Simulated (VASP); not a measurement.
A run of VASP 6.6.1 is set up as follows.

POSCAR

```
SnTe3
1.0
    0.0000000000      3.7823964951      3.7823964951
    3.7823964951      0.0000000000      3.7823964951
    3.7823964951      3.7823964951      0.0000000000
Te Sn
3 1
Direct
    0.5000000000      0.5000000000      0.5000000000
    0.7500000000      0.7500000000      0.7500000000
    0.2500000000      0.2500000000      0.2500000000
    0.0000000000      0.0000000000      0.0000000000
```

The input INCAR.step1:

```
PREC = Accurate
ENCUT = 520
ISMEAR = -1
SIGMA = 0.05
LREAL = F
LASPH = T
NELM = 80
NBANDS = 24
GGA = PE
ALGO = Normal
EDIFF = 1E-4
LWAVE = T
LCHARG = F
```

The input INCAR.step2:

```
PREC = Accurate
ENCUT = 520
EDIFF = 1E-6
ISMEAR = -1
SIGMA = 0.05
LREAL = F
LASPH = T
NELM = 80
ALGO = Normal
ISIF = 2
LWAVE = F
LCHARG = F
METAGGA = R2SCAN
LMIXTAU = T
NBANDS = 24
ISTART = 1
```

The input KPOINTS:

```
regular mesh
0
Gamma
  6 6 6
```

Potentials or basis: VASP PAW PBE potentials, release 64 (Te, Sn_d).

Command:

```sh
$ cat potpaw_PBE.64/Te/POTCAR potpaw_PBE.64/Sn_d/POTCAR > POTCAR
$ cp INCAR.step1 INCAR
$ mpirun -np 1 vasp_std > vasp.out
$ cp INCAR.step2 INCAR
$ mpirun -np 1 vasp_std > vasp.out
```

Q: Predict the band gap on the k mesh.

A: Zero (band 16 reaches 8.90 eV, above the bottom of band 17 at 6.34 eV).

Q: Predict the pressure.

A: 3.5 GPa.

Caveat: the PAW data sets were made with another functional, which shifts forces and pressure a little; spin-orbit coupling is left out, which moves the levels of the heavy elements.
